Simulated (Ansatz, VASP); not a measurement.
One calculation of NbZn3, two programs

```
CELL_PARAMETERS angstrom
3.94707 0.00000 0.00000
0.00000 3.94707 0.00000
0.00000 0.00000 3.94707
ATOMIC_POSITIONS crystal
Nb 0.00000 0.00000 0.00000
Zn 0.00000 0.50000 0.50000
Zn 0.50000 0.00000 0.50000
Zn 0.50000 0.50000 0.00000
```

Change from the starting cell: volume scaled by 1.01, crystal datasets.

Alike in both runs: task electric field gradients; functional PBEsol; k mesh 10 × 10 × 10; occupations fermi-dirac, width 0.05 eV; no spin polarisation.

|  | VASP | Ansatz |
| --- | --- | --- |
| version | VASP 6.6.1 | Ansatz 0.2.0 |
| potentials or method | VASP PAW PBE potentials, release 64 (Nb_sv, Zn), cutoff 520 eV | all-electron PAW with datasets made for the crystal, scalar-relativistic |

|  | VASP | Ansatz | Ansatz less VASP |
| --- | --- | --- | --- |
| pressure (GPa) | -6.3 | -6.5 | -0.28 |
| size of Vzz on the site where it differs most (V/Å²) | 61.0 | 63.9 | +2.96 |

VASP's potentials were made for PBE, not for PBEsol. Ansatz ran all-electron here, and VASP with PAW potentials.
